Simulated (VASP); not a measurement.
A run of VASP 6.6.1 is set up as follows.

The input INCAR:

```
SYSTEM = AgCl
  PREC = Accurate
  ENCUT = 520
  EDIFF = 1E-8
  ISMEAR = -1
  SIGMA = 0.01
  LREAL = .False.
  LASPH = .True.
  NELM = 60
  ALGO = Normal
  ISIF = 2
  LWAVE = .False.
  LCHARG = .False.
  GGA = PS
  LEFG = .True.
  NBANDS = 16
```

KPOINTS

```
regular mesh
0
Gamma
  9 9 9
  0 0 0
```

POSCAR

```
AgCl
1.0
    3.5369921900      0.0000000000      0.0000000000
    0.0000000000      3.5369921900      0.0000000000
    0.0000000000      0.0000000000      3.4339730000
Ag Cl
1 1
Direct
    0.0000000000      0.0000000000      0.0000000000
    0.5000000000      0.5000000000      0.5000000000
```

Potentials or basis: VASP PAW PBE potentials, release 64 (Ag, Cl).

Command:

```console
$ cat potpaw_PBE.64/Ag/POTCAR potpaw_PBE.64/Cl/POTCAR > POTCAR
$ mpirun -np 1 vasp_std > vasp.out
```

(1) What does it give for the band gap on the k mesh?

(2) What does it give for the pressure?

Answers

(1) 0.39 eV, indirect (least direct gap 1.56 eV).

(2) -6.5 GPa.

Caveat: the cell differs from its parent crystal (equal xx and yy strain of +3 %); without QUAD_EFG the Cq values of the log hold for a quadrupole moment of 1 mb, not for the nuclei; the PAW data sets were made with another functional, which shifts forces and pressure a little.
